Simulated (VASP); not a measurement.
# Ir (P6_3/mmc) in VASP: settings compared

Aim: see how the results for Ir move with the level of theory and the settings. Levels: LDA, PBEsol. Tasks: vibrations by perturbation theory, elastic constants.

All numbers are computed with VASP 6.6.1; they aren't measurements. Logs are shortened: lines on timing, memory, paths and dates and some standing lists are left out, and cuts for length are marked.

**1. The cell of the first run**

It takes space group P6_3/mmc (No. 194, hexagonal). The conventional cell has a = 2.751 Å, b = 2.751 Å, c = 4.462 Å, α = 90.00°, β = 90.00°, γ = 120.00°. Ir (site symmetry -6m2) has 12 Ir at 2.74 to 2.75 Å within 3.6 Å.

**2. Vibrations by perturbation theory, LDA**

File INCAR:

```
PREC = Accurate
ENCUT = 520
EDIFF = 1E-8
ISMEAR = -1
SIGMA = 0.05
LREAL = False
LASPH = True
NELM = 60
ALGO = Normal
ISIF = 2
LWAVE = False
LCHARG = False
GGA = CA
NBANDS = 16
IBRION = 8
NSW = 1
```

File KPOINTS:

```
Automatic mesh
0
Gamma
  8 8 5
```

File POSCAR:

```
Ir
1.0
    2.7513778946      0.0000000000      0.0000000000
   -1.3756889473      2.3827631521      0.0000000000
    0.0000000000      0.0000000000      4.4622900000
Ir
2
Direct
    0.3333333333      0.6666666667      0.2500000000
    0.6666666667      0.3333333333      0.7500000000
```

Potentials or basis: VASP PAW LDA potentials, release 64 (Ir).

Launch:

```bash
> cat potpaw_LDA.64/Ir/POTCAR > POTCAR
> mpirun -np 1 vasp_std > vasp.out
```

OUTCAR:

```text
PREC = Accurate
   ENCUT = 520
   EDIFF = 1E-8
   ISMEAR = -1
   LREAL = False
   LASPH = True
   NELM = 60
   ISIF = 2
   GGA = CA
   IBRION = 8
   NSW = 1

 ion  position               nearest neighbor table
   1  0.333  0.667  0.250-   2 2.74   2 2.74   2 2.74   2 2.74   2 2.74   2 2.74
   2  0.667  0.333  0.750-   1 2.74   1 2.74   1 2.74   1 2.74   1 2.74   1 2.74

  LATTYP: Found a hexagonal cell.
 ALAT       =     2.7513778946
 C/A-ratio  =     1.6218382828

  Lattice vectors:

 A1 = (   2.7513778946,   0.0000000000,   0.0000000000)
 A2 = (  -1.3756889473,   2.3827631521,   0.0000000000)
 A3 = (   0.0000000000,   0.0000000000,   4.4622900000)

Analysis of symmetry for initial positions (statically):
=====================================================================
 Subroutine PRICEL returns:
 Original cell was already a primitive cell.

 Routine SETGRP: Setting up the symmetry group for a
 hexagonal supercell.

 Subroutine GETGRP returns: Found 24 space group operations
 (whereof 12 operations were pure point group operations)
 out of a pool of 24 trial point group operations.

The static configuration has the point symmetry D_3d.
 The point group associated with its full space group is D_6h.

Analysis of symmetry for dynamics (positions and initial velocities):
=====================================================================
 Subroutine PRICEL returns:
 Original cell was already a primitive cell.

 Routine SETGRP: Setting up the symmetry group for a
 hexagonal supercell.

 Subroutine GETGRP returns: Found 24 space group operations
 (whereof 12 operations were pure point group operations)
 out of a pool of 24 trial point group operations.

The dynamic configuration has the point symmetry D_3d.
 The point group associated with its full space group is D_6h.

 Subroutine INISYM returns: Found 24 space group operations
 (whereof 12 operations are pure point group operations),
 and found     1 'primitive' translations

[... 622 lines left out ...]
      direct lattice vectors                 reciprocal lattice vectors
     2.751377895  0.000000000  0.000000000     0.363454254  0.209840411  0.000000000
    -1.375688947  2.382763152  0.000000000     0.000000000  0.419680823  0.000000000
     0.000000000  0.000000000  4.462290000     0.000000000  0.000000000  0.224100182

 POSITION                                       TOTAL-FORCE (eV/Angst)
 -----------------------------------------------------------------------------------
     -0.00000      1.58851      1.11557         0.000000     -0.000000      0.000000
      1.37569      0.79425      3.34672        -0.000000      0.000000      0.000000
 -----------------------------------------------------------------------------------
    total drift:                                0.000000     -0.000000     -0.000000

  FREE ENERGIE OF THE ION-ELECTRON SYSTEM (eV)
  ---------------------------------------------------
  free  energy   TOTEN  =       -20.3605787669 eV

  energy  without entropy=      -20.3363289207  energy(sigma->0) =      -20.34845384

[... ionic steps 2 to 3 ...]

--------------------------------------- Ionic step        4  -------------------------------------------

------------------------ aborting loop because EDIFF is reached ----------------------------------------

[... ionic steps 5 to 5 ...]

--------------------------------------- Ionic step        6  -------------------------------------------

 Free energy of the ion-electron system (eV)
  ---------------------------------------------------
  ---------------------------------------------------
  free energy    TOTEN  =        -0.21484252 eV

  energy without entropy =       -0.21484252

------------------------ aborting loop because EDIFF is reached ----------------------------------------

 INTERNAL STRAIN TENSOR  FOR ION    1  DIRECTION 3   (eV/Angst):
 -----------------------------------------------------------------------------
    -0.00021  0.00000  0.00000
     0.00000 -0.00021 -0.00000
     0.00000 -0.00000  0.01105

 INTERNAL STRAIN TENSOR FOR ION    2 for displacements in x,y,z  (eV/Angst):
          X           Y           Z          XY          YZ          ZX
  --------------------------------------------------------------------------------
  x     0.00000     0.00000     0.00000     0.37897     0.00000     0.00000
  y     0.37897    -0.37897     0.00000     0.00000     0.00000     0.00000
  z    -0.00000     0.00000     0.00000     0.00000     0.00000     0.00000

 SECOND DERIVATIVES (NOT SYMMETRIZED)
 ------------------------------------
               1X          1Y          1Z          2X          2Y          2Z
  1X    -4.657637    0.000000    0.000000    4.657637    0.000000    0.000000
  1Y     0.000000   -4.657637    0.000000    0.000000    4.657637    0.000000
  1Z     0.000000    0.000000  -11.641273   -0.000000    0.000000   11.641273
  2X     4.657637    0.000000    0.000000   -4.657637    0.000000    0.000000
  2Y     0.000000    4.657637    0.000000    0.000000   -4.657637    0.000000
  2Z    -0.000000    0.000000   11.641273    0.000000    0.000000  -11.641273

 Eigenvectors and eigenvalues of the dynamical matrix
 ----------------------------------------------------

   1 f  =    5.440849 THz    34.185862 2PiTHz  181.487185 cm-1    22.501533 meV
             X         Y         Z           dx          dy          dz
     -0.000000  1.588509  1.115573     0.000000    0.000000   -0.707107
      1.375689  0.794254  3.346718    -0.000000    0.000000    0.707107
[... 16 lines left out ...]
   5 f  =    0.000000 THz     0.000000 2PiTHz    0.000000 cm-1     0.000000 meV
             X         Y         Z           dx          dy          dz
     -0.000000  1.588509  1.115573    -0.000000    0.000000    0.707107
      1.375689  0.794254  3.346718     0.000000    0.000000    0.707107

   6 f/i=    0.000000 THz     0.000000 2PiTHz    0.000001 cm-1     0.000000 meV
             X         Y         Z           dx          dy          dz
     -0.000000  1.588509  1.115573     0.707107   -0.000000   -0.000000
      1.375689  0.794254  3.346718     0.707107   -0.000000    0.000000

--------------------------------------------------------------------------------------------------------

 ELASTIC MODULI CONTR FROM IONIC RELAXATION (kBar)
 Direction    XX          YY          ZZ          XY          YZ          ZX
 --------------------------------------------------------------------------------
 XX          -1.6887      1.6887      0.0000      0.0000      0.0000      0.0000
 YY           1.6887     -1.6887     -0.0000     -0.0000      0.0000      0.0000
 ZZ           0.0000     -0.0000     -0.0000     -0.0000      0.0000      0.0000
 XY           0.0000     -0.0000     -0.0000     -1.6887      0.0000      0.0000
 YZ           0.0000      0.0000      0.0000      0.0000      0.0000      0.0000
 ZX           0.0000      0.0000      0.0000      0.0000      0.0000      0.0000
 --------------------------------------------------------------------------------
```

OSZICAR:

```text
N       E                     dE             d eps       ncg     rms          rms(c)
DAV:   1     0.143160752363E+03    0.14316E+03   -0.84608E+03   960   0.113E+03
DAV:   2    -0.177076119040E+02   -0.16087E+03   -0.14424E+03   960   0.308E+02
DAV:   3    -0.215491470011E+02   -0.38415E+01   -0.37844E+01  1336   0.573E+01
[... 43 lines left out ...]
RMM:   9    -0.214842180182E+00   -0.54721E-07   -0.15025E-07  2198   0.118E-03    0.159E-04
RMM:  10    -0.214842448418E+00   -0.26824E-06   -0.12449E-07  2172   0.389E-04    0.442E-05
RMM:  11    -0.214842543510E+00   -0.95092E-07   -0.16571E-08  2240   0.122E-04    0.783E-06
RMM:  12    -0.214842517465E+00    0.26045E-07   -0.23349E-08  2252   0.812E-05    0.334E-06
RMM:  13    -0.214842527545E+00   -0.10080E-07   -0.25578E-08  2249   0.677E-05    0.926E-07
RMM:  14    -0.214842523927E+00    0.36180E-08   -0.25354E-08  2309   0.625E-05    0.339E-07
 Linear response finished
```

Wall time 3.5 min (1 thread of Intel Xeon 8259CL, shared host); peak memory 0.21 GiB.

Results:

```
Highest phonon frequency at Γ : 181 cm⁻¹
```

Phonon frequencies in cm⁻¹ (negative: imaginary):
```tsv
q point	frequencies
(0.000, 0.000, 0.000)	0 0 0 115 115 181
```

Caveat: the cell wasn't relaxed at this level first, which shifts response properties; spin-orbit coupling is left out, which moves the levels of the heavy elements.

**3. Elastic constants, PBEsol**

File INCAR:

```
ALGO     = Normal         # electronic algorithm
EDIFF    = 1E-8           # SCF threshold, eV
ENCUT    = 600            # plane-wave cutoff, eV
GGA      = PS             # functional
IBRION   = 6              # ionic algorithm
ISIF     = 3              # what is computed and relaxed
ISMEAR   = -1             # smearing method
LASPH    = True           # aspherical terms in the spheres
LCHARG   = False          # write CHGCAR
LREAL    = False          # projectors in reciprocal space
LWAVE    = False          # write WAVECAR
NELM     = 60             # most SCF steps
NFREE    = 2            
NSW      = 1              # ionic steps
POTIM    = 0.015          # step
PREC     = Accurate       # precision mode
SIGMA    = 0.05           # smearing width, eV
```

File KPOINTS:

```
k-points
0
Gamma
  8 8 5
```

POSCAR is that of step 2.

Potentials or basis: VASP PAW PBE potentials, release 64 (Ir).

Launch:

```bash
> cat potpaw_PBE.64/Ir/POTCAR > POTCAR
> mpirun -np 1 vasp_std > vasp.out
```

OUTCAR:

```text
EDIFF = 1E-8
   ENCUT = 600
   GGA = PS
   IBRION = 6
   ISIF = 3
   ISMEAR = -1
   LASPH = True
   LREAL = False
   NELM = 60
   NFREE = 2
   NSW = 1
   POTIM = 0.015
   PREC = Accurate

 ion  position               nearest neighbor table
   1  0.333  0.667  0.250-   2 2.74   2 2.74   2 2.74   2 2.74   2 2.74   2 2.74
   2  0.667  0.333  0.750-   1 2.74   1 2.74   1 2.74   1 2.74   1 2.74   1 2.74
[... 1250 lines left out ...]
     -0.000000  1.588509  1.115573     0.000000   -0.000000    0.707107
      1.375689  0.794254  3.346718     0.000000    0.000000    0.707107

   6 f/i=    0.000000 THz     0.000000 2PiTHz    0.000001 cm-1     0.000000 meV
             X         Y         Z           dx          dy          dz
     -0.000000  1.588509  1.115573     0.697264   -0.117573   -0.000000
      1.375689  0.794254  3.346718     0.697264   -0.117573    0.000000

--------------------------------------------------------------------------------------------------------

 ELASTIC MODULI CONTR FROM IONIC RELAXATION (kBar)
 Direction    XX          YY          ZZ          XY          YZ          ZX
 --------------------------------------------------------------------------------
 XX          -0.5347      0.5347      0.0000      0.0000      0.0000      0.0000
 YY           0.5347     -0.5347     -0.0000      0.0000      0.0000      0.0000
 ZZ           0.0000     -0.0000     -0.0000      0.0000      0.0000      0.0000
 XY           0.0000      0.0000      0.0000     -0.5347      0.0000      0.0000
 YZ           0.0000      0.0000      0.0000      0.0000      0.0000      0.0000
 ZX           0.0000      0.0000      0.0000      0.0000      0.0000      0.0000
 --------------------------------------------------------------------------------

 TOTAL ELASTIC MODULI (kBar)
 Direction    XX          YY          ZZ          XY          YZ          ZX
 --------------------------------------------------------------------------------
 XX        5438.7613   2246.0245   2368.1784     -0.0000      0.0000      0.0000
 YY        2246.0245   5438.7613   2368.1784      0.0000     -0.0000      0.0000
 ZZ        2368.1784   2368.1784   5373.0906      0.0000     -0.0000      0.0000
 XY           0.0000     -0.0000      0.0000   1596.3684     -0.0000     -0.0000
 YZ           0.0000     -0.0000     -0.0000      0.0000    926.3779      0.0000
 ZX           0.0000      0.0000      0.0000     -0.0000      0.0000    926.3781
 --------------------------------------------------------------------------------
```

stdout:

```text
POSCAR found type information on POSCAR Ir
 POSCAR found :  1 types and       2 ions
 scaLAPACK will be used
 -----------------------------------------------------------------------------
|                                                                             |
|                                                                             |
|     You enforced a specific xc type in the INCAR file but a different       |
|     I HOPE YOU KNOW WHAT YOU ARE DOING!                                     |
[... 32 lines left out ...]
 Finite differences progress:
 bond charge predicted
 Finite differences progress:
 bond charge predicted
 Finite differences progress:
 bond charge predicted
 Finite differences progress:
 bond charge predicted
 Finite differences progress:
 bond charge predicted
 Finite differences progress:
 bond charge predicted
 Finite differences progress:
```

Wall time 3.2 min (1 thread of Intel Xeon 6975P-C (Granite Rapids), shared host); peak memory 0.22 GiB.

Results:

```yaml
Voigt_bulk_modulus: 336 GPa
Highest_phonon_frequency_at_Γ: 185 cm⁻¹
```

Phonon frequencies in cm⁻¹ (negative: imaginary):
| q point | frequencies |
| --- | --- |
| (0.000, 0.000, 0.000) | 0 0 0 112 112 185 |

Elastic tensor in Voigt notation (GPa, in the Cartesian axes of the cell as first typed):
```
544 225 237   0   0   0
225 544 237   0   0   0
237 237 537   0   0   0
  0   0   0  93   0   0
  0   0   0   0  93   0
  0   0   0   0   0 160
```

Clamped-ion elastic tensor (GPa):
```
544 225 237   0   0   0
225 544 237   0   0   0
237 237 537   0   0   0
  0   0   0  93   0   0
  0   0   0   0  93   0
  0   0   0   0   0 160
```

Caveat: the cell is under stress, which shifts elastic constants; the PAW data sets were made with another functional, which shifts forces and pressure a little; spin-orbit coupling is left out, which moves the levels of the heavy elements.
